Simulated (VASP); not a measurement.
# BeTe (F-43m) in VASP: further runs

BeTe is run at these levels: BLYP, PBE, HSE06; tasks: single point.

All numbers are computed with VASP 6.6.1; they aren't measurements. Logs are shortened: lines on timing, memory, paths and dates and some standing lists are left out, and cuts for length are marked.

## (1) The cell of the first run

Symmetry: F-43m, No. 216, cubic system. The conventional cell has a = 5.540 Å, b = 5.540 Å, c = 5.540 Å, α = 90.00°, β = 90.00°, γ = 90.00°. Te (site symmetry -43m) has 4 Be at 2.40 Å within 3.2 Å. Be (site symmetry -43m) has 4 Te at 2.40 Å within 3.2 Å.

## (2) Single point, BLYP

Input file INCAR:

```
PREC = Accurate
ENCUT = 520
EDIFF = 1E-6
ISMEAR = -1
SIGMA = 0.05
LREAL = False
LASPH = True
NELM = 80
ALGO = Normal
ISIF = 2
LWAVE = False
LCHARG = True
GGA = B5
ALDAX = 1.0
AGGAX = 1.0
AGGAC = 1.0
ALDAC = 0.0
LELF = True
LVHAR = True
NBANDS = 11
```

Input file KPOINTS:

```
regular mesh
0
Gamma
  8 8 8
```

Input file POSCAR:

```
BeTe
1.0
    0.0000000000      2.7700000000      2.7700000000
    2.7700000000      0.0000000000      2.7700000000
    2.7700000000      2.7700000000      0.0000000000
Te Be
1 1
Direct
    0.7500000000      0.7500000000      0.7500000000
    0.0000000000      0.0000000000      0.0000000000
```

Potentials or basis: VASP PAW PBE potentials, release 64 (Te, Be).

Started as:

```
$ cat potpaw_PBE.64/Te/POTCAR potpaw_PBE.64/Be/POTCAR > POTCAR
$ mpirun -np 1 vasp_std > vasp.out
```

OUTCAR:

```text
PREC = Accurate
   ENCUT = 520
   EDIFF = 1E-6
   ISMEAR = -1
   LREAL = False
   LASPH = True
   NELM = 80
   ISIF = 2
   GGA = B5

 ion  position               nearest neighbor table
   1  0.750  0.750  0.750-   2 2.40   2 2.40   2 2.40   2 2.40
   2  0.000  0.000  0.000-   1 2.40   1 2.40   1 2.40   1 2.40

  LATTYP: Found a face centered cubic cell.
 ALAT       =     5.5400000000

  Lattice vectors:

 A1 = (   0.0000000000,   2.7700000000,   2.7700000000)
 A2 = (   2.7700000000,   0.0000000000,   2.7700000000)
 A3 = (   2.7700000000,   2.7700000000,   0.0000000000)

Analysis of symmetry for initial positions (statically):
=====================================================================
 Subroutine PRICEL returns:
 Original cell was already a primitive cell.

 Routine SETGRP: Setting up the symmetry group for a
 face centered cubic supercell.

 Subroutine GETGRP returns: Found 24 space group operations
 (whereof 24 operations were pure point group operations)
 out of a pool of 48 trial point group operations.

The static configuration has the point symmetry T_d .

Analysis of symmetry for dynamics (positions and initial velocities):
=====================================================================
 Subroutine PRICEL returns:
 Original cell was already a primitive cell.

 Routine SETGRP: Setting up the symmetry group for a
 face centered cubic supercell.

 Subroutine GETGRP returns: Found 24 space group operations
 (whereof 24 operations were pure point group operations)
 out of a pool of 48 trial point group operations.

The dynamic configuration has the point symmetry T_d .

 Subroutine INISYM returns: Found 24 space group operations
 (whereof 24 operations are pure point group operations),
 and found     1 'primitive' translations

----------------------------------------------------------------------------------------

                                     Primitive cell

  volume of cell :      42.5079

  direct lattice vectors                    reciprocal lattice vectors
     0.000000000  2.770000000  2.770000000    -0.180505415  0.180505415  0.180505415
     2.770000000  0.000000000  2.770000000     0.180505415 -0.180505415  0.180505415
     2.770000000  2.770000000  0.000000000     0.180505415  0.180505415 -0.180505415

  length of vectors
     3.917371568  3.917371568  3.917371568     0.312644550  0.312644550  0.312644550

  position of ions in fractional coordinates (direct lattice)
     0.750000000  0.750000000  0.750000000
[... 85 lines left out ...]
   ISYM   =      2    0-nonsym 1-usesym 2-fastsym
   POTIM  = 0.5000    time-step for ionic-motion
   TEBEG  =    0.0;   TEEND  =   0.0 temperature during run
   PSTRESS=    0.0 pullay stress
   NELECT =       8.0000    total number of electrons
   NUPDOWN=      -1.0000    fix difference up-down
   EMIN   =  10.00;   EMAX   =-10.00  energy-range for DOS
   EFERMI =   0.00;   METHOD = LEGACY
   ISMEAR =    -1;   SIGMA  =   0.05  broadening in eV -4-tet -1-fermi 0-gaus
   EFERMI_NEDOS =   21; number of points for ismear=-14 and -15
   IALGO  =     38    algorithm
   IMIX   =      4    mixing-type and parameters
     AMIX     =   0.40;   BMIX     =  1.00
     AMIX_MAG =   1.60;   BMIX_MAG =  1.00
  volume/ion in A,a.u.               =      21.25       143.43
  Fermi-wavevector in a.u.,A,eV,Ry     =   0.938170  1.772885 11.975354  0.880164
  Thomas-Fermi vector in A             =   2.065355
   LORBIT       =      0    0 simple, 1 ext, 2 COOP (PROOUT), +10 PAW based schemes
   GGA     = B5    functional components
   LHFCALC =     F    Hartree Fock is set to
   AEXX    =    0.0000 exact exchange contribution
   IVDW    =     0    specifies the selected vdW correction
   LEPSILON=     F    determine dielectric tensor
   LRPA    =     F    only Hartree local field effects (RPA)
 non-spin polarized calculation
  energy-cutoff  :      520.00
  volume of cell :       42.51
 maximum number of plane-waves:      1162
 NGX is ok and might be reduce to    30
   NGX = 15   NGY = 15   NGZ = 15

 number of electron       8.0000000 magnetization

 Free energy of the ion-electron system (eV)
  ---------------------------------------------------
  ext. energy  EPLUGINS =         0.00000000
  ---------------------------------------------------
  free energy    TOTEN  =        -6.51199673 eV

  energy without entropy =       -6.51199673  energy(sigma->0) =       -6.51199673

 E-fermi :   7.0076     XC(G=0):  -8.6264

 val. band max:        6.0650458828   @ k =   0.0000   0.0000   0.0000
 cond. band min:       8.1907316590   @ k =   0.5000   0.5000   0.0000
 fundamental gap:      2.1256857762
 Fermi energy:         7.0076266179

 k-point     1 :       0.0000    0.0000    0.0000
  band No.  band energies     occupation
      1      -6.5062      2.00000
      2       6.0650      2.00000
      3       6.0650      2.00000
      4       6.0650      2.00000
      5       9.7468      0.00000
      6       9.7468      0.00000
      7       9.7468      0.00000
      8      10.4526      0.00000
      9      14.6927      0.00000
     10      16.5952      0.00000
     11      16.5952      0.00000
[... 309 lines left out ...]
 k-point    24 :      -0.3750    0.2500    0.1250
  band No.  band energies     occupation
      1      -4.8101      2.00000
      2       0.7665      2.00000
      3       3.0624      2.00000
      4       4.0641      2.00000
      5      10.4323      0.00000
      6      10.6797      0.00000
      7      12.9797      0.00000
      8      14.1006      0.00000
      9      14.8601      0.00000
     10      17.9256      0.00000
     11      18.3846      0.00000

 [... further k-points ...]

------------------------ aborting loop because EDIFF is reached ----------------------------------------

  FORCE on cell =-STRESS in cart. coord.  units (eV):
  Direction    XX          YY          ZZ          XY          YZ          ZX
  --------------------------------------------------------------------------------------
  -------------------------------------------------------------------------------------
  Total        1.9744422      1.9744422      1.9744422     -0.0000000     -0.0000000      0.0000000
  in kB       74.4193229     74.4193229     74.4193229     -0.0000000     -0.0000000      0.0000000
  external PRESSURE =      74.4193229 kB  Pullay stress =       0.0000000 kB

 VOLUME and BASIS-vectors are now :
 -----------------------------------------------------------------------------
  energy-cutoff  :      520.00
  volume of cell :       42.51
      direct lattice vectors                 reciprocal lattice vectors
     0.000000000  2.770000000  2.770000000    -0.180505415  0.180505415  0.180505415
     2.770000000  0.000000000  2.770000000     0.180505415 -0.180505415  0.180505415
     2.770000000  2.770000000  0.000000000     0.180505415  0.180505415 -0.180505415

 POSITION                                       TOTAL-FORCE (eV/Angst)
 -----------------------------------------------------------------------------------
      4.15500      4.15500      4.15500         0.000000      0.000000      0.000000
      0.00000      0.00000      0.00000        -0.000000     -0.000000     -0.000000
 -----------------------------------------------------------------------------------
    total drift:                               -0.000000     -0.000000     -0.000000

  FREE ENERGIE OF THE ION-ELECTRON SYSTEM (eV)
  ---------------------------------------------------
  free  energy   TOTEN  =        -6.5119967313 eV

  energy  without entropy=       -6.5119967312  energy(sigma->0) =       -6.51199673
```

Run time: 47 s. Hardware: 1 thread of AMD EPYC 7R13, shared host; peak memory 0.14 GiB.

What came out:

```yaml
Free_energy: -6.5120 eV
Pressure: 7.4 GPa
Band_gap_on_the_k_mesh: 2.13 eV, indirect (least direct gap 3.68 eV)
```

Levels at points of the mesh, in eV from the valence-band top:
```tsv
k point	band 1	band 2	band 3	band 4	band 5	band 6	band 7	band 8	band 9
(0.00, 0.00, 0.00)	-12.57	0.00	0.00	0.00	3.68	3.68	3.68	4.39	8.63
(0.50, 0.00, 0.00)	-11.13	-5.74	-1.20	-1.20	3.37	4.72	4.72	8.08	11.30
(0.50, 0.50, 0.00)	-10.60	-5.28	-2.78	-2.78	2.13	2.79	10.04	10.04	11.85
```

Caveat: the PAW data sets were made with another functional, which shifts forces and pressure a little; spin-orbit coupling is left out, which moves the levels of the heavy elements.

## (3) Single point, PBE, non-collinear spin, zero start, spin-orbit coupling

Input file INCAR:

```
PREC = Accurate
ENCUT = 520
EDIFF = 1E-7
ISMEAR = -1
SIGMA = 0.05
LREAL = F
LASPH = T
NELM = 150
ALGO = Normal
ISIF = 2
LWAVE = F
LCHARG = F
MAGMOM = 0 0 0 0 0 0
LORBIT = 11
LSORBIT = T
GGA_COMPAT = F
LORBMOM = T
GGA = PE
NBANDS = 20
```

Input file KPOINTS:

```
Automatic mesh
0
Gamma
  6 6 6
```

POSCAR is that of step 2.

Potentials or basis: VASP PAW PBE potentials, release 64 (Te, Be).

Started as:

```
$ cat potpaw_PBE.64/Te/POTCAR potpaw_PBE.64/Be/POTCAR > POTCAR
$ mpirun -np 1 vasp_ncl > vasp.out
```

OUTCAR:

```text
PREC = Accurate
   ENCUT = 520
   EDIFF = 1E-7
   ISMEAR = -1
   LREAL = F
   LASPH = T
   NELM = 150
   ISIF = 2
   LORBIT = 11
   LSORBIT = T
   GGA = PE

 ion  position               nearest neighbor table
   1  0.750  0.750  0.750-   2 2.40   2 2.40   2 2.40   2 2.40
   2  0.000  0.000  0.000-   1 2.40   1 2.40   1 2.40   1 2.40

  LATTYP: Found a face centered cubic cell.
 ALAT       =     5.5400000000

  Lattice vectors:

 A1 = (   0.0000000000,   2.7700000000,   2.7700000000)
 A2 = (   2.7700000000,   0.0000000000,   2.7700000000)
 A3 = (   2.7700000000,   2.7700000000,   0.0000000000)

Analysis of symmetry for initial positions (statically):
=====================================================================
 Subroutine PRICEL returns:
 Original cell was already a primitive cell.

 Routine SETGRP: Setting up the symmetry group for a
 face centered cubic supercell.

 Subroutine GETGRP returns: Found 24 space group operations
 (whereof 24 operations were pure point group operations)
 out of a pool of 48 trial point group operations.

The static configuration has the point symmetry T_d .

Analysis of symmetry for dynamics (positions and initial velocities):
=====================================================================
 Subroutine PRICEL returns:
 Original cell was already a primitive cell.

 Routine SETGRP: Setting up the symmetry group for a
 face centered cubic supercell.

 Subroutine GETGRP returns: Found 24 space group operations
 (whereof 24 operations were pure point group operations)
 out of a pool of 48 trial point group operations.

The dynamic configuration has the point symmetry T_d .

Analysis of structural, dynamic, and magnetic symmetry:
=====================================================================
 Subroutine PRICEL returns:
 Original cell was already a primitive cell.

 Routine SETGRP: Setting up the symmetry group for a
[... 708 lines left out ...]
           -0.000   0.000  -0.000

 orbital moment (y)

 # of ion     p       d       tot
 ----------------------------------------
  1         0.000   0.000   0.000
  2         0.000   0.000   0.000
 ----------------------------------------
            0.000   0.000   0.000

 orbital moment (z)

 # of ion     p       d       tot
 ----------------------------------------
  1         0.000   0.000   0.000
  2        -0.000   0.000  -0.000
 ----------------------------------------
           -0.000   0.000  -0.000

 Spin-Orbit-Coupling matrix elements

 Ion:    1  E_soc:     -0.1715626
 l=   1
     0.0000000    -0.0284529    -0.0284529
    -0.0284529     0.0000000    -0.0284529
    -0.0284529    -0.0284529     0.0000000
 l=   2
     0.0000000    -0.0000601     0.0000000    -0.0000601    -0.0000807
    -0.0000601     0.0000000    -0.0000605    -0.0000601    -0.0000202
     0.0000000    -0.0000605     0.0000000    -0.0000605     0.0000000
    -0.0000601    -0.0000601    -0.0000605     0.0000000    -0.0000202
    -0.0000807    -0.0000202     0.0000000    -0.0000202     0.0000000
 l=   3
     0.0000000     0.0000000     0.0000000     0.0000000     0.0000000     0.0000000     0.0000000
     0.0000000     0.0000000     0.0000000     0.0000000     0.0000000     0.0000000     0.0000000
     0.0000000     0.0000000     0.0000000     0.0000000     0.0000000     0.0000000     0.0000000
     0.0000000     0.0000000     0.0000000     0.0000000     0.0000000     0.0000000     0.0000000
     0.0000000     0.0000000     0.0000000     0.0000000     0.0000000     0.0000000     0.0000000
     0.0000000     0.0000000     0.0000000     0.0000000     0.0000000     0.0000000     0.0000000
     0.0000000     0.0000000     0.0000000     0.0000000     0.0000000     0.0000000     0.0000000

 Ion:    2  E_soc:     -0.0000084
 l=   1
     0.0000000    -0.0000014    -0.0000014
    -0.0000014     0.0000000    -0.0000014
    -0.0000014    -0.0000014     0.0000000
 l=   2
     0.0000000     0.0000000     0.0000000     0.0000000     0.0000000
     0.0000000     0.0000000     0.0000000     0.0000000     0.0000000
     0.0000000     0.0000000     0.0000000     0.0000000     0.0000000
     0.0000000     0.0000000     0.0000000     0.0000000     0.0000000
     0.0000000     0.0000000     0.0000000     0.0000000     0.0000000
 l=   3
     0.0000000     0.0000000     0.0000000     0.0000000     0.0000000     0.0000000     0.0000000
     0.0000000     0.0000000     0.0000000     0.0000000     0.0000000     0.0000000     0.0000000
     0.0000000     0.0000000     0.0000000     0.0000000     0.0000000     0.0000000     0.0000000
     0.0000000     0.0000000     0.0000000     0.0000000     0.0000000     0.0000000     0.0000000
     0.0000000     0.0000000     0.0000000     0.0000000     0.0000000     0.0000000     0.0000000
     0.0000000     0.0000000     0.0000000     0.0000000     0.0000000     0.0000000     0.0000000
     0.0000000     0.0000000     0.0000000     0.0000000     0.0000000     0.0000000     0.0000000

 total charge

# of ion       s       p       d       tot
------------------------------------------
    1        1.330   2.170   0.037   3.538
    2        0.385   0.614   0.000   0.999
--------------------------------------------------
tot          1.715   2.784   0.037   4.536

 magnetization (x)

# of ion       s       p       d       tot
------------------------------------------
    1        0.000   0.000  -0.000  -0.000
    2        0.000  -0.000   0.000  -0.000
--------------------------------------------------
tot          0.000  -0.000  -0.000  -0.000

 magnetization (y)

# of ion       s       p       d       tot
------------------------------------------
    1        0.000  -0.000   0.000  -0.000
    2        0.000   0.000   0.000   0.000
--------------------------------------------------
tot          0.000   0.000   0.000   0.000

 magnetization (z)

# of ion       s       p       d       tot
------------------------------------------
    1        0.000  -0.000   0.000  -0.000
    2       -0.000  -0.000   0.000  -0.000
--------------------------------------------------
tot         -0.000  -0.000   0.000  -0.000
```

stdout:

```text
POSCAR found type information on POSCAR TeBe
 POSCAR found :  2 types and       2 ions
 scaLAPACK will be used
 LDA part: xc-table for (Slater+PW92), standard interpolation
 POSCAR, INCAR and KPOINTS ok, starting setup
 FFT: planning ... GRIDC
 FFT: planning ... GRID_SOFT
 FFT: planning ... GRID
 WAVECAR not read
 entering main loop
```

It took 2.1 min on 1 thread of AMD EPYC 7R13, shared host; peak memory 0.25 GiB.

Results:

```
Free energy                                           : -7.6631 eV
Pressure                                              : 4.5 GPa
Net moment                                            : 0.00 μB per cell
Valence electrons inside the program's atomic spheres : Te 3.54; Be 1.00
```

Moments on the atoms (μB; x, y, z):
```
Te  0.00 0.00 0.00
Be  0.00 0.00 0.00
```

## (4) Single point, PBE, non-collinear spin, zero start, spin-orbit coupling

Input file INCAR:

```
SYSTEM = BeTe
PREC = Accurate
ENCUT = 520
EDIFF = 1E-6
ISMEAR = 0
SIGMA = 0.1
LREAL = .False.
LASPH = .True.
NELM = 150
ALGO = Normal
ISIF = 2
LWAVE = .False.
LCHARG = .False.
MAGMOM = 0 0 0 0 0 0
LORBIT = 11
LSORBIT = .True.
GGA_COMPAT = .False.
LORBMOM = .True.
GGA = PE
NBANDS = 20
```

Input file KPOINTS:

```
regular mesh
0
Gamma
  7 7 7
  0 0 0
```

POSCAR is that of step 3.

Started as:

```
$ cat potpaw_PBE.64/Te/POTCAR potpaw_PBE.64/Be/POTCAR > POTCAR
$ mpirun -np 1 vasp_ncl > vasp.out
```

Run time: 93 s. Hardware: 1 thread of AMD EPYC 7R43 (Zen 3), shared host; peak memory 0.25 GiB.

Results (log left out):

```yaml
Free_energy: -7.6680 eV
Pressure: 4.5 GPa
Net_moment: 0.00 μB per cell
Valence_electrons_inside_the_program's_atomic_spheres: Te 3.54; Be 1.00
```

Moments on the atoms (μB; x, y, z):
```
Te  0.00 0.00 0.00
Be  0.00 0.00 0.00
```

[end of part 1 of 2]
